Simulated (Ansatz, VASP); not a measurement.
Two plane-wave programs on ZnSe

```
CELL_PARAMETERS angstrom
0.00000 2.83380 2.80546
2.83380 0.00000 2.80546
2.83380 2.83380 0.00000
ATOMIC_POSITIONS crystal
Zn 0.00000 0.00000 0.00000
Se 0.25000 0.25000 0.25000
```

Change from the starting cell: z stretched by -1 %, ions relaxed.

Alike in both runs: task relaxation of the atoms; functional PBE; k mesh 13 × 13 × 13; occupations fermi-dirac, width 0.02 eV; no spin polarisation.

|  | VASP | Ansatz |
| --- | --- | --- |
| version | VASP 6.6.1 | Ansatz 0.2.0 |
| potentials or method | VASP PAW PBE potentials, release 64 (Zn, Se) | plane-wave PAW, scalar-relativistic |
| plane-wave cutoff (eV) | 450 | 420 |
| valence electrons in the cell | 18 | 28 |

```csv
,VASP,Ansatz,Ansatz less VASP
"gap on the k mesh at the Fermi level, each at its own relaxed structure (eV)",1.31,1.30,-0.002
```

VASP's potentials hold 18 valence electrons a cell and Ansatz's 28, so a difference there can come from the potentials and not from the codes. Ansatz's warnings: stress scf threshold loose.

Noted on VASP's run: the relaxation stopped at its first step, so nothing moved.
